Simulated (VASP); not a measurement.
Input of a VASP 6.6.1 run:

The input INCAR:

```
PREC = Accurate ; ENCUT = 500
EDIFF = 1E-6 ; ISMEAR = 0
SIGMA = 0.1 ; LREAL = F
LASPH = T ; NELM = 120
ALGO = Normal ; ISIF = 2
LWAVE = F ; LCHARG = T
GGA = PE ; LELF = T
LVHAR = T ; NBANDS = 8
GGA_COMPAT = F
```

The input KPOINTS:

```
regular mesh
0
Gamma
  15 15 15
```

The input POSCAR:

```
Si
1.0
    0.0000000000      1.6919762044      1.6919762044
    1.6919762044      0.0000000000      1.6919762044
    1.6919762044      1.6919762044      0.0000000000
Si
1
Direct
    0.0000000000      0.0000000000      0.0000000000
```

Potentials or basis: VASP PAW PBE potentials, release 64 (Si).

The run is started by

```console
$ cat potpaw_PBE.64/Si/POTCAR > POTCAR
$ mpirun -np 1 vasp_std > vasp.out
```

(1) What does it give for the band gap on the k mesh?

(2) Predict the pressure.

Results:

(1) zero (band 2 reaches 30.01 eV, above the bottom of band 3 at 13.29 eV).

(2) 79.3 GPa.
